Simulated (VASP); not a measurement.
A run of VASP 6.6.1 is set up as follows.

INCAR

```
PREC = Accurate
ENCUT = 520
EDIFF = 1E-6
ISMEAR = -1
SIGMA = 0.05
LREAL = F
LASPH = T
NELM = 60
ALGO = Fast
ISIF = 2
LWAVE = F
LCHARG = F
GGA = B5
ALDAX = 1.0
AGGAX = 1.0
AGGAC = 1.0
ALDAC = 0.0
NBANDS = 13
```

File KPOINTS:

```
Automatic mesh
0
Gamma
  9 9 9
```

Contents of POSCAR:

```
Pb
1.0
   -1.9796595667      1.9796595667      1.9796595667
    1.9796595667     -1.9796595667      1.9796595667
    1.9796595667      1.9796595667     -1.9796595667
Pb
1
Direct
    0.0000000000      0.0000000000      0.0000000000
```

Potentials or basis: VASP PAW PBE potentials, release 64 (Pb_d).

Command:

```console
$ cat potpaw_PBE.64/Pb_d/POTCAR > POTCAR
$ mpirun -np 1 vasp_std > vasp.out
```

(1) Predict the band gap on the k mesh.

(2) Predict the pressure.

Answers

(1) zero (band 7 reaches 14.73 eV, above the bottom of band 8 at 5.59 eV).

(2) 4.5 GPa.

Caveat: the PAW data sets were made with another functional, which shifts forces and pressure a little; spin-orbit coupling is left out, which moves the levels of the heavy elements.
